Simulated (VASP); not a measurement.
Write the native input for VASP 6.6.1 that does the following.

```yaml
Task: single point
Functional: LDA
Potentials_or_basis: VASP PAW LDA potentials, release 64 (Cl)
Cutoff: 520 eV
k_mesh: 7 × 7 × 4
Occupations: fermi-dirac, width 0.05 eV
Spin: no spin polarisation
Dipole_correction: no
Further_INCAR_settings: ALGO = Normal; EDIFF = 1e-06; NBANDS = 22
```

The structure of Cl lies in POSCAR:

```
Cl
1.0
    3.1658284216     -2.2649010965      0.0000000000
    3.1658284216      2.2649010965      0.0000000000
    0.0000000000      0.0000000000      8.2643724455
Cl
4
Direct
    0.3700000000      0.6300000000      0.4000000000
    0.1300000000      0.8700000000      0.9000000000
    0.6300000000      0.3700000000      0.6000000000
    0.8700000000      0.1300000000      0.1000000000
```

This cell differs from its parent crystal: volume scaled by 1.02.

The input as run:

INCAR

```
ALGO = Normal ; EDIFF = 1E-6
ENCUT = 520 ; GGA = CA
ISIF = 2 ; ISMEAR = -1
LASPH = True ; LCHARG = False
LREAL = False ; LWAVE = False
NBANDS = 22 ; NELM = 80
PREC = Accurate ; SIGMA = 0.05
```

KPOINTS

```
k-points
0
Gamma
  7 7 4
```

Potentials or basis: VASP PAW LDA potentials, release 64 (Cl).

Launch:

```console
$ cat potpaw_LDA.64/Cl/POTCAR > POTCAR
$ mpirun -np 1 vasp_std > vasp.out
```

Results of the run:

```
Pressure               : -3.1 GPa
Largest force          : 0.524 eV/Å
Band gap on the k mesh : 2.29 eV, indirect (least direct gap 2.35 eV)
```

Run time: 43 s on 1 thread of Intel(R) Xeon(R) 6975P-C (Granite Rapids), on a shared host, peak memory 0.23 GiB.
